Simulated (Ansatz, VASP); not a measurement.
Au3C: VASP beside Ansatz

```
Au C
1.0
     2.94020    0.00000    0.00000
    -1.47010    2.54629    0.00000
     0.00000    0.00000   21.89749
Au C
3 1
Direct
  0.66667 0.33333 0.18267
  0.33333 0.66667 0.29452
  0.00000 0.00000 0.40632
  0.44444 0.55556 0.52826
```

Alike in both runs: task single point; functional PBE; k mesh 9 × 9 × 1; occupations gaussian, width 0.1 eV; no spin polarisation.

|  | VASP | Ansatz |
| --- | --- | --- |
| version | VASP 6.6.1 | Ansatz 0.2.0 |
| potentials or method | VASP PAW PBE potentials, release 64 (Au, C), cutoff 520 eV | scalar-relativistic, plane waves, PAW |
| valence electrons in the cell | 37 | 61 |

```csv
,VASP,Ansatz,Ansatz less VASP
gap on the k mesh at the Fermi level (eV),none,none,-
rms of the force components (eV/Å),0.382,0.384,+0.0018
"work function, face that differs most (eV)",5.25,5.25,-0.001
```

Atom by atom the forces differ by 0.003 eV/Å (rms over components). A gap of «none» marks a metal or a gap that the smearing closes. VASP's potentials hold 37 valence electrons a cell and Ansatz's 61, so a difference there can come from the potentials and not from the codes. Ansatz's warnings: xc potential rough in thin density.

Spin-orbit coupling is off throughout.
